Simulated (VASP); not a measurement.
Set up this calculation in VASP 6.6.1, as the native input.

| Quantity | Value |
| --- | --- |
| Task | relaxation of cell and atoms |
| Functional | BLYP |
| Potentials or basis | VASP PAW PBE potentials, release 64 (Pd) |
| Cutoff | 600 eV |
| k mesh | 12 × 12 × 12 |
| Occupations | fermi-dirac, width 0.05 eV |
| Spin | no spin polarisation |
| Dipole correction | no |
| Further INCAR settings | ALGO = Fast; EDIFF = 1e-06; IBRION = 2; EDIFFG = -0.01; NSW = 60; ISIF = 3 |

The structure of Pd lies in POSCAR:

```
Pd
1.0
   -1.5722810000      1.5722810000      1.5722810000
    1.5722810000     -1.5722810000      1.5722810000
    1.5722810000      1.5722810000     -1.5722810000
Pd
1
Direct
    0.0000000000      0.0000000000      0.0000000000
```

The input as run:

INCAR

```
AGGAC = 1.0 ; AGGAX = 1.0
ALDAC = 0.0 ; ALDAX = 1.0
ALGO = Fast ; EDIFF = 1E-6
EDIFFG = -0.01 ; ENCUT = 600
GGA = B5 ; IBRION = 2
ISIF = 3 ; ISMEAR = -1
LASPH = True ; LCHARG = False
LREAL = False ; LWAVE = False
NELM = 80 ; NSW = 60
PREC = Accurate ; SIGMA = 0.05
```

KPOINTS

```
k-points
0
Gamma
  12 12 12
```

Potentials or basis: VASP PAW PBE potentials, release 64 (Pd).

Run with:

```console
$ cat potpaw_PBE.64/Pd/POTCAR > POTCAR
$ mpirun -np 1 vasp_std > vasp.out
```

Results of the run:

```
Relaxed volume                         : 16.50 Å³/atom
Relaxed cell                           : a = 2.778 Å, b = 2.778 Å, c = 2.778 Å, α = 109.47°, β = 109.47°, γ = 109.47°
Space group after relaxing (to 0.05 Å) : Im-3m (No. 229)
Energy gained by relaxing              : 24.9 meV/atom
Ionic steps                            : 3
Pressure after relaxing                : -0.1 GPa
Band gap on the k mesh                 : zero (band 5 reaches 9.00 eV, above the bottom of band 6 at 7.59 eV)
```

Caveat: the PAW data sets were made with another functional, which shifts forces and pressure a little.

It took 55 s on 1 thread of AMD EPYC 7R43 64-Core Processor (Zen 3), with other jobs on the host, peak memory 0.12 GiB.
